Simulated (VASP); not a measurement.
Input of a VASP 6.6.1 run:

INCAR

```
ALGO = Normal
EDIFF = 1E-7
EDIFFG = -0.03
ENCUT = 600
GGA = PS
IBRION = 2
ISIF = 3
ISMEAR = 0
LASPH = True
LCHARG = False
LREAL = False
LWAVE = False
NELM = 100
NSW = 60
PREC = Accurate
SIGMA = 0.02
```

The input KPOINTS:

```
k-points
0
Gamma
  7 7 4
```

POSCAR

```
Lu
1.0
    3.5031000000      0.0000000000      0.0000000000
   -1.7515500000      3.0337740000      0.0000000000
    0.0000000000      0.0000000000      5.5509000000
Lu
2
Direct
    0.3333333333      0.6666666667      0.2500000000
    0.6666666667      0.3333333333      0.7500000000
```

Potentials or basis: VASP PAW PBE potentials, release 64 (Lu).

Run with:

```sh
$ cat potpaw_PBE.64/Lu/POTCAR > POTCAR
$ mpirun -np 1 vasp_std > vasp.out
```

(1) Predict the relaxed volume.

(2) What does it give for the band gap on the k mesh?

(3) Estimate the space group after relaxing (to 0.1 Å).

## Answers

(1) 27.59 Å³/atom.

(2) zero (bands 25 and 26 overlap by 1.84 eV).

(3) P6_3/mmc (No. 194).

Caveat: the PAW data sets were made with another functional, which shifts forces and pressure a little; spin-orbit coupling is left out, which moves the levels of the heavy elements.
